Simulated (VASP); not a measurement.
# Si (R-3) in VASP: further runs

Si is run at these levels: LDA; tasks: single point.

All numbers are computed with VASP 6.6.1; they aren't measurements. Logs are shortened: lines on timing, memory, paths and dates and some standing lists are left out, and cuts for length are marked.

**1. The cell of the first run**

It takes space group R-3 (No. 148, trigonal). The conventional cell has a = 8.573 Å, b = 8.573 Å, c = 5.131 Å, α = 90.00°, β = 90.00°, γ = 120.00°. Within 2.9 Å of Si (site symmetry 1) lie 4 Si at 2.16 to 2.17 Å. Within 3.0 Å of Si (site symmetry 3) lie 5 Si at 2.16 to 2.92 Å.

**2. Single point, LDA (strain -0.080 along x and y, -0.080 along z)**

File INCAR:

```
SYSTEM = Si
PREC     = Accurate       ! precision mode
ENCUT    = 520            ! plane-wave cutoff, eV
EDIFF    = 1E-6           ! SCF threshold, eV
ISMEAR   = 0              ! smearing method
SIGMA    = 0.15           ! smearing width, eV
LREAL    = .False.        ! projectors in reciprocal space
LASPH    = .True.         ! aspherical terms in the spheres
NELM     = 80             ! most SCF steps
ALGO     = Fast           ! electronic algorithm
ISIF     = 2              ! what is computed and relaxed
LWAVE    = .False.        ! write WAVECAR
LCHARG   = .False.        ! write CHGCAR
NBANDS   = 26             ! bands
```

File KPOINTS:

```
regular mesh
0
Gamma
  12 12 12
  0 0 0
```

File POSCAR:

```
Si
1.0
    4.2866666881      2.4749081663      1.7102369167
   -4.2866666881      2.4749081663      1.7102369167
    0.0000000000     -4.9498163326      1.7102369167
Si
8
Direct
    0.0230438192      0.7214117077      0.5254377641
    0.9769561808      0.2785882923      0.4745622359
    0.7155636601      0.7155636601      0.7155636601
    0.2785882923      0.4745622359      0.9769561808
    0.4745622359      0.9769561808      0.2785882923
    0.7214117077      0.5254377641      0.0230438192
    0.2844363399      0.2844363399      0.2844363399
    0.5254377641      0.0230438192      0.7214117077
```

Potentials or basis: VASP PAW LDA potentials, release 64 (Si).

Started as:

```sh
> cat potpaw_LDA.64/Si/POTCAR > POTCAR
> mpirun -np 1 vasp_std > vasp.out
```

OUTCAR:

```text
SYSTEM = Si
   PREC = Accurate
   ENCUT = 520
   EDIFF = 1E-6
   ISMEAR = 0
   LREAL = .False.
   LASPH = .True.
   NELM = 80
   ISIF = 2

 ion  position               nearest neighbor table
   1  0.023  0.721  0.525-   2 2.16   3 2.16   6 2.17   8 2.17   2 3.10
   2  0.977  0.279  0.475-   1 2.16   7 2.16   4 2.17   5 2.17   1 3.10
   3  0.716  0.716  0.716-   6 2.16   1 2.16   8 2.16   7 2.21   7 2.92
   4  0.279  0.475  0.977-   6 2.16   7 2.16   2 2.17   5 2.17   6 3.10
   5  0.475  0.977  0.279-   8 2.16   7 2.16   2 2.17   4 2.17   8 3.10
   6  0.721  0.525  0.023-   4 2.16   3 2.16   1 2.17   8 2.17   4 3.10
   7  0.284  0.284  0.284-   4 2.16   2 2.16   5 2.16   3 2.21   3 2.92
   8  0.525  0.023  0.721-   5 2.16   3 2.16   1 2.17   6 2.17   5 3.10

  LATTYP: Found a trigonal (rhomboedric) cell.
 ALAT       =     5.2369449145
 COS(alpha) =    -0.3400265905

  Lattice vectors:

 A1 = (   4.2866666881,   2.4749081663,   1.7102369167)
 A2 = (  -4.2866666881,   2.4749081663,   1.7102369167)
 A3 = (   0.0000000000,  -4.9498163326,   1.7102369167)

Analysis of symmetry for initial positions (statically):
=====================================================================
 Subroutine PRICEL returns:
 Original cell was already a primitive cell.

 Routine SETGRP: Setting up the symmetry group for a
 trigonal (rhombohedral) supercell.

 Subroutine GETGRP returns: Found  6 space group operations
 (whereof  6 operations were pure point group operations)
 out of a pool of 12 trial point group operations.

The static configuration has the point symmetry S_6 .

Analysis of symmetry for dynamics (positions and initial velocities):
=====================================================================
 Subroutine PRICEL returns:
 Original cell was already a primitive cell.

 Routine SETGRP: Setting up the symmetry group for a
 trigonal (rhombohedral) supercell.

 Subroutine GETGRP returns: Found  6 space group operations
 (whereof  6 operations were pure point group operations)
 out of a pool of 12 trial point group operations.

The dynamic configuration has the point symmetry S_6 .

 Subroutine INISYM returns: Found  6 space group operations
 (whereof  6 operations are pure point group operations),
 and found     1 'primitive' translations

----------------------------------------------------------------------------------------

                                     Primitive cell

  volume of cell :     108.8645

  direct lattice vectors                    reciprocal lattice vectors
     4.286666688  2.474908166  1.710236917     0.116640746  0.067342566  0.194904770
    -4.286666688  2.474908166  1.710236917    -0.116640746  0.067342566  0.194904770
     0.000000000 -4.949816333  1.710236917     0.000000000 -0.134685132  0.194904770

  length of vectors
     5.236944915  5.236944915  5.236944915     0.236913390  0.236913390  0.236913390

  position of ions in fractional coordinates (direct lattice)
     0.023043819  0.721411708  0.525437764
     0.976956181  0.278588292  0.474562236
     0.715563660  0.715563660  0.715563660
     0.278588292  0.474562236  0.976956181
     0.474562236  0.976956181  0.278588292
     0.721411708  0.525437764  0.023043819
     0.284436340  0.284436340  0.284436340
     0.525437764  0.023043819  0.721411708

  ion indices of the primitive-cell ions
   primitive index   ion index
                 1           1
                 2           2
                 3           3
                 4           4
                 5           5
                 6           6
                 7           7
                 8           8

----------------------------------------------------------------------------------------

 KPOINTS: regular mesh

Automatic generation of k-mesh.
 Grid dimensions read from file:
 generate k-points for:   12   12   12

 Generating k-lattice:

  Cartesian coordinates                     Fractional coordinates (reciprocal lattice)
     0.009720062  0.005611881  0.016242064     0.083333333 -0.000000000  0.000000000
    -0.009720062  0.005611881  0.016242064    -0.000000000  0.083333333  0.000000000
     0.000000000 -0.011223761  0.016242064     0.000000000  0.000000000  0.083333333

  Length of vectors
     0.019742782  0.019742782  0.019742782

  Shift w.r.t. Gamma in fractional coordinates (k-lattice)
     0.000000000  0.000000000  0.000000000

 Subroutine IBZKPT returns following result:
 ===========================================

 Found    294 irreducible k-points:

 Following reciprocal coordinates:
            Coordinates               Weight
  0.000000  0.000000  0.000000      1.000000
  0.083333 -0.000000 -0.000000      6.000000
  0.166667 -0.000000  0.000000      6.000000
  0.250000  0.000000  0.000000      6.000000
  0.333333 -0.000000  0.000000      6.000000
  0.416667  0.000000 -0.000000      6.000000
[... 16 lines left out ...]
 -0.250000  0.083333 -0.000000      6.000000
  0.250000  0.000000 -0.083333      6.000000
 [... further k-points ...]
   k-points           NKPTS =    294   k-points in BZ     NKDIM =    294   number of bands    NBANDS=     26
   number of dos      NEDOS =    301   number of ions     NIONS =      8
   total plane-waves  NPLWV =  64000
   dimension x,y,z NGX =    40 NGY =   40 NGZ =   40
   dimension x,y,z NGXF=    80 NGYF=   80 NGZF=   80
   ions per type =               8
   NGX,Y,Z   is equivalent  to a cutoff of  12.70, 12.70, 12.70 a.u.
   NGXF,Y,Z  is equivalent  to a cutoff of  25.40, 25.40, 25.40 a.u.
 SYSTEM =  Si
   PREC   = accura    normal or accurate (medium, high low for compatibility)
   ISTART =      0    job   : 0-new  1-cont  2-samecut
   ICHARG =      2    charge: 1-file 2-atom 10-const
   ISPIN  =      1    spin polarized calculation?
   LNONCOLLINEAR =      F non collinear calculations
   LSORBIT =      F    spin-orbit coupling
   LASPH  =      T    aspherical Exc in radial PAW
   ENCUT  =  520.0 eV  38.22 Ry    6.18 a.u.   9.74  9.74  9.74*2*pi/ulx,y,z
   NELM   =     80;   NELMIN=  2; NELMDL= -5     # of ELM steps
   EDIFF  = 0.1E-05   stopping-criterion for ELM
   LREAL  =      F    real-space projection
   EDIFFG = 0.1E-04   stopping-criterion for IOM
   NSW    =      0    number of steps for IOM
   IBRION =     -1    ionic relax: 0-MD 1-quasi-New 2-CG
   NFREE  =      0    steps in history (QN), initial steepest desc. (CG)
   ISIF   =      2    stress and relaxation
   ISYM   =      2    0-nonsym 1-usesym 2-fastsym
   POTIM  = 0.5000    time-step for ionic-motion
   TEBEG  =    0.0;   TEEND  =   0.0 temperature during run
   PSTRESS=    0.0 pullay stress
   NELECT =      32.0000    total number of electrons
   NUPDOWN=      -1.0000    fix difference up-down
   EMIN   =  10.00;   EMAX   =-10.00  energy-range for DOS
   EFERMI =   0.00;   METHOD = LEGACY
   ISMEAR =     0;   SIGMA  =   0.15  broadening in eV -4-tet -1-fermi 0-gaus
   EFERMI_NEDOS =   21; number of points for ismear=-14 and -15
   IALGO  =     68    algorithm
   IMIX   =      4    mixing-type and parameters
     AMIX     =   0.40;   BMIX     =  1.00
     AMIX_MAG =   1.60;   BMIX_MAG =  1.00
  volume/ion in A,a.u.               =      13.61        91.83
  Fermi-wavevector in a.u.,A,eV,Ry     =   1.088502  2.056971 16.120692  1.184837
  Thomas-Fermi vector in A             =   2.224685
   LORBIT       =      0    0 simple, 1 ext, 2 COOP (PROOUT), +10 PAW based schemes
   GGA     = CA    functional components
   LHFCALC =     F    Hartree Fock is set to
   AEXX    =    0.0000 exact exchange contribution
   IVDW    =     0    specifies the selected vdW correction
   LEPSILON=     F    determine dielectric tensor
   LRPA    =     F    only Hartree local field effects (RPA)
 non-spin polarized calculation
 RMM-DIIS sequential band-by-band and
 Gauss-broadening in eV      SIGMA  =   0.15
  energy-cutoff  :      520.00
  volume of cell :      108.86
 maximum number of plane-waves:      2955
   NGX = 19   NGY = 19   NGZ = 19

 number of electron      32.0000000 magnetization

 Free energy of the ion-electron system (eV)
  ---------------------------------------------------
  ext. energy  EPLUGINS =         0.00000000
  ---------------------------------------------------
  free energy    TOTEN  =       -43.18854008 eV

  energy without entropy =      -43.17929891  energy(sigma->0) =      -43.18391950

 E-fermi :  10.5768     XC(G=0): -11.2903

 val. band max:       10.5766844984   @ k =   0.5000   0.1667   0.0000
 cond. band min:      10.5828326083   @ k =   0.4167   0.0833   0.0000
 fundamental gap:      0.0061481099
 Fermi energy:        10.5767746666

 k-point     1 :       0.0000    0.0000    0.0000
  band No.  band energies     occupation
      1      -4.4133      2.00000
      2       1.8077      2.00000
      3       1.9371      2.00000
      4       1.9371      2.00000
      5       2.2397      2.00000
      6       3.0368      2.00000
[... 18 lines left out ...]
     25      16.9462      0.00000
     26      16.9937      0.00000

 k-point     2 :       0.0833   -0.0000   -0.0000
  band No.  band energies     occupation
      1      -4.3604      2.00000
      2       1.4691      2.00000
      3       1.6347      2.00000
      4       1.9401      2.00000
      5       2.1513      2.00000
      6       2.9987      2.00000
[... 18 lines left out ...]
     25      16.7464      0.00000
     26      16.9087      0.00000

 k-point     3 :       0.1667   -0.0000    0.0000
  band No.  band energies     occupation
      1      -4.2021      2.00000
      2       0.6922      2.00000
      3       1.2940      2.00000
      4       1.7349      2.00000
      5       1.9954      2.00000
      6       2.7917      2.00000
[... 18 lines left out ...]
     25      16.3793      0.00000
     26      16.7126      0.00000

 k-point     4 :       0.2500    0.0000    0.0000
  band No.  band energies     occupation
      1      -3.9413      2.00000
      2      -0.1537      2.00000
      3       1.0004      2.00000
      4       1.4534      2.00000
      5       1.8233      2.00000
      6       2.5293      2.00000
[... 18 lines left out ...]
     25      16.2626      0.00000
     26      16.5756      0.00000

 k-point     5 :       0.3333   -0.0000    0.0000
  band No.  band energies     occupation
      1      -3.5850      2.00000
      2      -0.9601      2.00000
      3       0.7775      2.00000
      4       1.2211      2.00000
      5       1.6714      2.00000
      6       2.3186      2.00000
[... 18 lines left out ...]
     25      16.1512      0.00000
     26      16.4756      0.00000

 k-point     6 :       0.4167    0.0000   -0.0000
  band No.  band energies     occupation
      1      -3.1606      2.00000
      2      -1.6639      2.00000
      3       0.6394      2.00000
      4       1.0752      2.00000
      5       1.5692      2.00000
      6       2.1861      2.00000
[... 427 lines left out ...]
 k-point    21 :      -0.3333    0.0833    0.0000
  band No.  band energies     occupation
      1      -3.7354      2.00000
      2      -0.5831      2.00000
      3       0.5599      2.00000
      4       1.1910      2.00000
      5       1.8836      2.00000
      6       2.8408      2.00000
[... 18 lines left out ...]
     25      15.9720      0.00000
     26      16.3200      0.00000

 k-point    22 :       0.3333    0.0000   -0.0833
  band No.  band energies     occupation
      1      -3.7357      2.00000
      2      -0.5697      2.00000
      3       0.5587      2.00000
      4       1.0694      2.00000
      5       2.1617      2.00000
      6       2.5513      2.00000
[... 18 lines left out ...]
     25      16.3580      0.00000
     26      16.6866      0.00000

 k-point    23 :      -0.2500    0.0833   -0.0000
  band No.  band energies     occupation
      1      -4.0454      2.00000
      2       0.1819      2.00000
      3       0.8842      2.00000
      4       1.4454      2.00000
      5       2.0305      2.00000
      6       2.9011      2.00000
[... 18 lines left out ...]
     25      16.3224      0.00000
     26      16.5643      0.00000

 k-point    24 :       0.2500    0.0000   -0.0833
  band No.  band energies     occupation
      1      -4.0455      2.00000
      2       0.2196      2.00000
      3       0.8184      2.00000
      4       1.3766      2.00000
      5       2.2037      2.00000
      6       2.7809      2.00000
[... 18 lines left out ...]
     25      16.0157      0.00000
     26      16.5201      0.00000

 [... further k-points ...]

------------------------ aborting loop because EDIFF is reached ----------------------------------------

  FORCE on cell =-STRESS in cart. coord.  units (eV):
  Direction    XX          YY          ZZ          XY          YZ          ZX
  --------------------------------------------------------------------------------------
  -------------------------------------------------------------------------------------
  Total       30.6080930     30.6080930     30.7126637     -0.0000000      0.0000000      0.0000000
  in kB      450.4644503    450.4644503    452.0034350     -0.0000000      0.0000000      0.0000000
  external PRESSURE =     450.9774452 kB  Pullay stress =       0.0000000 kB

 VOLUME and BASIS-vectors are now :
 -----------------------------------------------------------------------------
  energy-cutoff  :      520.00
  volume of cell :      108.86
      direct lattice vectors                 reciprocal lattice vectors
     4.286666688  2.474908166  1.710236917     0.116640746  0.067342566  0.194904770
    -4.286666688  2.474908166  1.710236917    -0.116640746  0.067342566  0.194904770
     0.000000000 -4.949816333  1.710236917     0.000000000 -0.134685132  0.194904770

 POSITION                                       TOTAL-FORCE (eV/Angst)
 -----------------------------------------------------------------------------------
     -2.99367     -0.75836      2.17182        -0.912564      0.552691      1.155727
      2.99367      0.75836      2.95889         0.912564     -0.552691     -1.155727
      0.00000      0.00000      3.67135         0.000000     -0.000000      1.262696
     -0.84007     -2.97178      2.95889        -0.934927     -0.513958     -1.155727
     -2.15360      2.21341      2.95889         0.022363      1.066650     -1.155727
      0.84007      2.97178      2.17182         0.934927      0.513958      1.155727
      0.00000      0.00000      1.45936         0.000000     -0.000000     -1.262696
      2.15360     -2.21341      2.17182        -0.022363     -1.066650      1.155727
 -----------------------------------------------------------------------------------
    total drift:                                0.000000     -0.000000      0.000000

  FREE ENERGIE OF THE ION-ELECTRON SYSTEM (eV)
  ---------------------------------------------------
  free  energy   TOTEN  =       -43.1885400809 eV

  energy  without entropy=      -43.1792989108  energy(sigma->0) =      -43.18391950
```

Wall time 18 min (1 thread of Oxide Virtual Turin-like, shared host); peak memory 0.56 GiB.

What came out:

```
Free energy            : -43.1885 eV
Pressure               : 45.1 GPa
Largest force          : 1.573 eV/Å
Band gap on the k mesh : zero (bands 16 and 17 overlap by 0.71 eV)
```

Forces in eV/Å, atoms in the order of the input:
```
Si  -0.913  0.553  1.156
Si   0.913 -0.553 -1.156
Si   0.000  0.000  1.263
Si  -0.935 -0.514 -1.156
Si   0.022  1.067 -1.156
Si   0.935  0.514  1.156
Si   0.000  0.000 -1.263
Si  -0.022 -1.067  1.156
```

Caveat: the cell differs from its parent crystal (strain -0.080 along x and y, -0.080 along z); the cell stands under pressure; semilocal functionals underestimate gaps, and a narrow one can read as zero; forces of over 1 eV/Å act on the atoms, so gaps and moduli don't describe the material at rest.

[end of part 1 of 2]

The gap in the log of VASP goes by the Fermi energy; the results here count the filled bands.